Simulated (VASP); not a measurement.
SnO2, 3 atoms in the cell. It takes space group R-3m (No. 166, trigonal). Conventional cell: a = 3.123 Å, b = 3.123 Å, c = 12.868 Å, α = 90.00°, β = 90.00°, γ = 120.00°. Within 2.8 Å of Sn (site symmetry -3m) lie 6 O at 2.13 Å. O (site symmetry 3m) has 3 Sn at 2.13 Å and 3 O at 2.72 Å within 2.8 Å. 

* Program: VASP 6.6.1
* Task: single point
* Functional: PBEsol
* Potentials or basis: VASP PAW PBE potentials, release 64 (Sn_d, O)
* Cutoff: 520 eV
* k mesh: 12 × 12 × 12
* Occupations: gaussian, width 0.05 eV
* Spin: no spin polarisation
* Dipole correction: no
* Further INCAR settings: ALGO = Normal; EDIFF = 1e-07; NBANDS = 20

Potentials or basis: VASP PAW PBE potentials, release 64 (Sn_d, O).

The run is started by

```sh
$ cat potpaw_PBE.64/Sn_d/POTCAR potpaw_PBE.64/O/POTCAR > POTCAR
$ mpirun -np 1 vasp_std > vasp.out
```

Hardware: 1 thread of Intel(R) Xeon(R) 6975P-C (Granite Rapids) (shared host).

**Question.** How long does it take, and how much memory?

**Answer.** It took 85 s on 1 thread of Intel(R) Xeon(R) 6975P-C (Granite Rapids), with other jobs on the host, peak memory 0.29 GiB. Counts: scf iterations 13, k points 189.
